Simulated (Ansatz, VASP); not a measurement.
Ti2BN3: VASP beside Ansatz

INCAR

```
ALGO = Normal
EDIFF = 1E-6
EDIFFG = -0.04
ENCUT = 600
GGA = PE
IBRION = 2
ISIF = 3
ISMEAR = 0
ISPIN = 2
LASPH = True
LCHARG = False
LMAXMIX = 4
LORBIT = 11
LREAL = False
LWAVE = False
MAGMOM = 1 1 0 0 0 0
NELM = 150
NSW = 90
PREC = Accurate
SIGMA = 0.1
```

KPOINTS

```
k-points
0
Gamma
  6 6 4
```

The input POSCAR:

```
Ti2BN3
1.0
    3.1157421200      0.0000000000      0.0000000000
   -1.5578710600      2.6983118300      0.0000000000
    0.0000000000      0.0000000000      7.4414752600
Ti B N
2 1 3
Direct
    0.3333333300      0.6666666700      0.6755830000
    0.6666666700      0.3333333300      0.3244170000
    0.0000000000      0.0000000000      0.0000000000
    0.0000000000      0.0000000000      0.5000000000
    0.3333333300      0.6666666700      0.1780850000
    0.6666666700      0.3333333300      0.8219150000
```

Input for Ansatz:

```yaml
crystal:
  lattice:
    - [3.11574212, 0.0, 0.0]
    - [-1.55787106, 2.69831183, 0.0]
    - [0.0, 0.0, 7.44147526]
  atoms:
    - { symbol: Ti, position: [0.33333333, 0.66666667, 0.675583], spin: 1.0 }
    - { symbol: Ti, position: [0.66666667, 0.33333333, 0.324417], spin: 1.0 }
    - { symbol: B, position: [0.0, 0.0, 0.0] }
    - { symbol: "N", position: [0.0, 0.0, 0.5] }
    - { symbol: "N", position: [0.33333333, 0.66666667, 0.178085] }
    - { symbol: "N", position: [0.66666667, 0.33333333, 0.821915] }
basis:
  ecutwfc: 420
kpoints:
  mp_grid: { grid: [6, 6, 4] }
hamiltonian:
  xc: pbe
scf:
  occupations: { method: gaussian, width: 0.1 }
  lower_state_search: "off"
output:
  forces: true
  stress: true
  eigenvalues: true
  populations: true
magnetization:
  spin_polarized: true
relax:
  adjacent_minimum: "off"
  f_tol: 0.04
  max_steps: 70
  cell: { stress_tol: 0.4 }
```

Change from the starting cell: species swapped into the Zr3HC2 type (P-3m1, No. 164).

Alike in both runs: task relaxation of cell and atoms; functional PBE; k mesh 6 × 6 × 4; occupations gaussian, width 0.1 eV; collinear spin.

|  | VASP | Ansatz |
| --- | --- | --- |
| version | VASP 6.6.1 | Ansatz 0.2.0 |
| potentials or method | VASP PAW PBE potentials, release 64 (Ti_sv, B, N), cutoff 600 eV | scalar-relativistic, plane waves, PAW |
| valence electrons in the cell | 42 | 42 |

```tsv
	VASP	Ansatz	Ansatz less VASP
gap on the k mesh at the Fermi level, each at its own relaxed structure (eV)	none	none	-
net moment per atom (μB)	0.00	0.00	0.000
relaxed volume (Å³/atom)	8.31	8.31	-0.002
relaxed cell length with the largest relative difference (Å)	2.844	2.844	-0.0005
```

A gap of «none» marks a metal or a gap that the smearing closes. Ansatz's warnings: seeded moment not kept.

The k mesh is coarse, so the values compare programs but aren't converged. Noted on VASP's run: the volume moved by over 15 % at a fixed basis, so the end points are rough.
